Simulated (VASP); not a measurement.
# C (C2/m) in VASP: settings compared, part 2 of 2

VASP 6.6.1.

## (5) Single point, PBE0

This run uses another cell than the first one, of 9.15 Å³/atom, 0.943 times its volume.

POSCAR

```
C
1.0
    2.1273203072     -1.2282824400      0.0000000000
    2.1273203072      1.2282824400      0.0000000000
   -1.3790696309      0.0000000000      3.5028300786
C
2
Direct
    0.1666444700      0.1666444700      0.9999069600
    0.8333555300      0.8333555300      0.0000930400
```

INCAR.step1

```
PREC = Accurate
ENCUT = 520
EDIFF = 1E-5
ISMEAR = -1
SIGMA = 0.05
LREAL = False
LASPH = True
NELM = 80
ALGO = Normal
ISIF = 2
LWAVE = True
LCHARG = False
GGA = PE
NBANDS = 11
```

INCAR.step2

```
PREC = Accurate
ENCUT = 520
EDIFF = 1E-7
ISMEAR = -1
SIGMA = 0.05
LREAL = False
LASPH = True
NELM = 80
ALGO = Normal
ISIF = 2
LWAVE = False
LCHARG = False
GGA = PE
LHFCALC = True
AEXX = 0.25
PRECFOCK = Normal
ISTART = 1
NBANDS = 11
```

KPOINTS

```
regular mesh
0
Gamma
  8 8 4
```

Potentials or basis: VASP PAW PBE potentials, release 64 (C).

Started as:

```sh
> cat potpaw_PBE.64/C/POTCAR > POTCAR
> cp INCAR.step1 INCAR
> mpirun -np 1 vasp_std > vasp.out
> cp INCAR.step2 INCAR
> mpirun -np 1 vasp_std > vasp.out
```

OUTCAR:

```text
PREC = Accurate
   ENCUT = 520
   EDIFF = 1E-7
   ISMEAR = -1
   LREAL = False
   LASPH = True
   NELM = 80
   ISIF = 2
   GGA = PE
   LHFCALC = True
   AEXX = 0.25
   PRECFOCK = Normal
   ISTART = 1

 ion  position               nearest neighbor table
   1  0.167  0.167  1.000-   2 1.42   2 1.42   2 1.42
   2  0.833  0.833  0.000-   1 1.42   1 1.42   1 1.42

  LATTYP: Found a base centered monoclinic cell.
 ALAT       =     4.2546406144
 B/A-ratio  =     0.5773848141
 C/A-ratio  =     0.8848045598
 COS(beta)  =    -0.3663329314

  Lattice vectors:

 A1 = (   2.1273203072,  -1.2282824400,   0.0000000000)
 A2 = (   2.1273203072,   1.2282824400,   0.0000000000)
 A3 = (  -1.3790696309,   0.0000000000,   3.5028300786)

Analysis of symmetry for initial positions (statically):
=====================================================================
 Subroutine PRICEL returns:
 Original cell was already a primitive cell.

 Routine SETGRP: Setting up the symmetry group for a
 base centered monoclinic supercell.

 Subroutine GETGRP returns: Found  4 space group operations
 (whereof  4 operations were pure point group operations)
 out of a pool of  4 trial point group operations.

The static configuration has the point symmetry C_2h.

Analysis of symmetry for dynamics (positions and initial velocities):
=====================================================================
 Subroutine PRICEL returns:
 Original cell was already a primitive cell.

 Routine SETGRP: Setting up the symmetry group for a
 base centered monoclinic supercell.

 Subroutine GETGRP returns: Found  4 space group operations
 (whereof  4 operations were pure point group operations)
 out of a pool of  4 trial point group operations.

The dynamic configuration has the point symmetry C_2h.

 Subroutine INISYM returns: Found  4 space group operations
 (whereof  4 operations are pure point group operations),
[... 123 lines left out ...]
   PRECFOCK=normal    Normal, Fast or Accurate (Low or Medium for compatibility)
   ENCUT4O =  -1.0   cutoff for four orbital integrals eV
   NKREDX  =     1    reduce k-point grid by
   NKREDY  =     1    reduce k-point grid by
   NKREDZ  =     1    reduce k-point grid by
   AEXX    =    0.2500 exact exchange contribution
   HFSCREEN=    0.0000 screening length (either q_TF or 0.3 A-1)
   HFSCREENC=   0.0000 screening length for correlation (either q_TF or 0.3 A-1)
   ENCUTFOCK=  -1.0 apply spherical cutoff to Coloumb kernel
   IVDW    =     0    specifies the selected vdW correction
   LEPSILON=     F    determine dielectric tensor
   LRPA    =     F    only Hartree local field effects (RPA)
 non-spin polarized calculation
  energy-cutoff  :      520.00
  volume of cell :       18.31
 maximum number of plane-waves:       504
  NGX = 14; NGY = 14; NGZ = 24

 number of electron       8.0000000 magnetization

 Free energy of the ion-electron system (eV)
  ---------------------------------------------------
  ext. energy  EPLUGINS =         0.00000000
  ---------------------------------------------------
  free energy    TOTEN  =       -22.23546318 eV

  energy without entropy =      -22.23546318  energy(sigma->0) =      -22.23546318

 E-fermi :   4.1443     XC(G=0):  -7.9318

 val. band max:        3.0344758990   @ k =  -0.3750   0.3750   0.5000
 cond. band min:       5.7273378161   @ k =  -0.3750   0.3750   0.5000
 fundamental gap:      2.6928619170
 Fermi energy:         4.1442588027

 k-point     1 :       0.0000    0.0000    0.0000
  band No.  band energies     occupation
      1     -18.3496      2.00000
      2      -4.1156      2.00000
      3      -0.0552      2.00000
      4      -0.0515      2.00000
      5       8.9233      0.00000
      6      14.0612      0.00000
      7      14.0638      0.00000
      8      17.8761      0.00000
      9      18.8623      0.00000
     10      28.5404      0.00000
     11      30.1238      0.00000
[... 309 lines left out ...]
 k-point    24 :       0.2500   -0.0000    0.2500
  band No.  band energies     occupation
      1     -16.5792      2.00000
      2      -4.9219      2.00000
      3      -3.4565      2.00000
      4      -2.2523      2.00000
      5      13.3920      0.00000
      6      13.6804      0.00000
      7      14.7057      0.00000
      8      19.5495      0.00000
      9      20.9951      0.00000
     10      25.0010      0.00000
     11      28.3696      0.00000

 [... further k-points ...]
[... 5 lines left out ...]
  --------------------------------------------------------------------------------------
  -------------------------------------------------------------------------------------
  Total       -0.3290939     -0.3359950      0.1582092      0.0000000      0.0000000     -0.0069227
  in kB      -28.8038295    -29.4078464     13.8472055      0.0000000      0.0000000     -0.6059108
  external PRESSURE =     -14.7881568 kB  Pullay stress =       0.0000000 kB

 VOLUME and BASIS-vectors are now :
 -----------------------------------------------------------------------------
  energy-cutoff  :      520.00
  volume of cell :       18.31
      direct lattice vectors                 reciprocal lattice vectors
     2.127320307 -1.228282440  0.000000000     0.235037478 -0.407072497  0.092534619
     2.127320307  1.228282440  0.000000000     0.235037478  0.407072497  0.092534619
    -1.379069631  0.000000000  3.502830079     0.000000000  0.000000000  0.285483446

 POSITION                                       TOTAL-FORCE (eV/Angst)
 -----------------------------------------------------------------------------------
     -0.66993      0.00000      3.50250        -0.004575      0.000000      0.007214
      3.54550      0.00000      0.00033         0.004575      0.000000     -0.007214
 -----------------------------------------------------------------------------------
    total drift:                               -0.000000      0.000000     -0.000000

  FREE ENERGIE OF THE ION-ELECTRON SYSTEM (eV)
  ---------------------------------------------------
  free  energy   TOTEN  =       -22.2354631841 eV

  energy  without entropy=      -22.2354631841  energy(sigma->0) =      -22.23546318
```

OUTCAR.step1:

```text
PREC = Accurate
   ENCUT = 520
   EDIFF = 1E-5
   ISMEAR = -1
   LREAL = False
[... 560 lines left out ...]
     -0.66993      0.00000      3.50250        -0.003770      0.000000      0.003452
      3.54550      0.00000      0.00033         0.003770      0.000000     -0.003452
 -----------------------------------------------------------------------------------
    total drift:                               -0.000000     -0.000000      0.000000

  FREE ENERGIE OF THE ION-ELECTRON SYSTEM (eV)
  ---------------------------------------------------
  free  energy   TOTEN  =       -18.4337378390 eV

  energy  without entropy=      -18.4337378357  energy(sigma->0) =      -18.43373784
```

OSZICAR.step1:

```text
N       E                     dE             d eps       ncg     rms          rms(c)
DAV:   1     0.137955210970E+01    0.13796E+01   -0.41452E+03  1732   0.646E+02
DAV:   2    -0.191604852162E+02   -0.20540E+02   -0.19387E+02  2291   0.121E+02
DAV:   3    -0.196706143096E+02   -0.51013E+00   -0.50814E+00  2198   0.151E+01
DAV:   4    -0.196725701638E+02   -0.19559E-02   -0.19557E-02  1986   0.114E+00
DAV:   5    -0.196725777251E+02   -0.75613E-05   -0.75612E-05  2229   0.668E-02    0.640E+00
DAV:   6    -0.187313986571E+02    0.94118E+00   -0.78809E-01  1974   0.516E+00    0.373E+00
DAV:   7    -0.184297132598E+02    0.30169E+00   -0.91053E-01  2040   0.557E+00    0.106E+00
DAV:   8    -0.184339267905E+02   -0.42135E-02   -0.22485E-02  1922   0.947E-01    0.132E-01
DAV:   9    -0.184336522232E+02    0.27457E-03   -0.64523E-04  2058   0.160E-01    0.622E-02
DAV:  10    -0.184337379258E+02   -0.85703E-04   -0.19347E-04  1923   0.950E-02    0.311E-02
DAV:  11    -0.184337378390E+02    0.86857E-07   -0.91000E-06  2086   0.175E-02
   1 F= -.18433738E+02 E0= -.18433738E+02  d E =-.327700E-08
```

It took 9.2 min on 1 thread of Intel Xeon 6975P-C (Granite Rapids), shared host; peak memory 0.14 GiB.

Results:

* Free energy: -22.2355 eV
* Pressure: -1.5 GPa
* Largest force: 0.009 eV/Å
* Band gap on the k mesh: 2.69 eV, direct

Forces on the atoms (eV/Å):
```
C   -0.005  0.000  0.007
C    0.005  0.000 -0.007
```

Levels at points of the mesh, in eV from the valence-band top:
```csv
k point,band 1,band 2,band 3,band 4,band 5,band 6,band 7,band 8
"(0.00, 0.00, 0.00)",-21.38,-7.15,-3.09,-3.09,5.89,11.03,11.03,14.84
"(0.50, 0.00, 0.00)",-15.58,-14.34,-6.78,-1.67,4.07,10.13,13.97,14.43
"(0.50, 0.50, 0.00)",-15.50,-14.28,-6.82,-2.28,3.42,9.81,15.45,16.80
"(0.00, 0.00, 0.50)",-21.16,-8.88,-3.10,-3.10,10.99,10.99,11.89,15.01
"(0.50, 0.00, 0.50)",-15.49,-14.27,-6.82,-2.32,3.36,9.81,15.55,17.03
"(0.50, 0.50, 0.50)",-15.57,-14.33,-6.79,-1.71,4.01,10.12,14.08,14.59
```

Caveat: the k points lie up to 0.45 Å⁻¹ apart; the PAW data sets were made with another functional, which shifts forces and pressure a little; this functional lacks dispersion, which binds the layers, so the pressure and a relaxed spacing across them are unreliable.

## (6) Summary

| level | cell | k mesh | grid for exact exchange (PRECFOCK) | screening parameter | gap on the mesh (eV) | pressure (GPa) | largest force (eV/Å) |
| --- | --- | --- | --- | --- | --- | --- | --- |
| PBEsol | a = 2.505, b = 2.505, c = 3.838 Å, angles 108.5, 108.5, 60.0°, 2 atoms | 13 × 13 × 8 | - | - | 0.90 | -12.8 | 0.01 |
| PBE | a = 2.456, b = 2.456, c = 3.765 Å, angles 108.5, 108.5, 60.0°, 2 atoms | 8 × 8 × 4 | - | - | 1.68 | 4.2 | 0.01 |
| HSE06 | a = 2.473, b = 2.473, c = 3.789 Å, angles 108.5, 108.5, 60.0°, 2 atoms | 8 × 8 × 4 | Normal | 0.2079 1/Å | 2.04 | -6.6 | 0.01 |
| PBE0 | a = 2.456, b = 2.456, c = 3.765 Å, angles 108.5, 108.5, 60.0°, 2 atoms | 8 × 8 × 4 | Normal | - | 2.69 | -1.5 | 0.01 |

Alike in all rows: task single point; potentials or basis VASP PAW PBE potentials, release 64 (C); no spin polarisation; cutoff (eV) 520; smearing fermi-dirac 0.05 eV.

Caveats: some runs use coarse meshes; this functional lacks dispersion, which binds the layers, so the pressure and a relaxed spacing across them are unreliable; the PAW data sets were made with another functional, which shifts forces and pressure a little (some runs).

Total energies depend on the potentials used, so only differences within one code and one set of settings carry meaning.
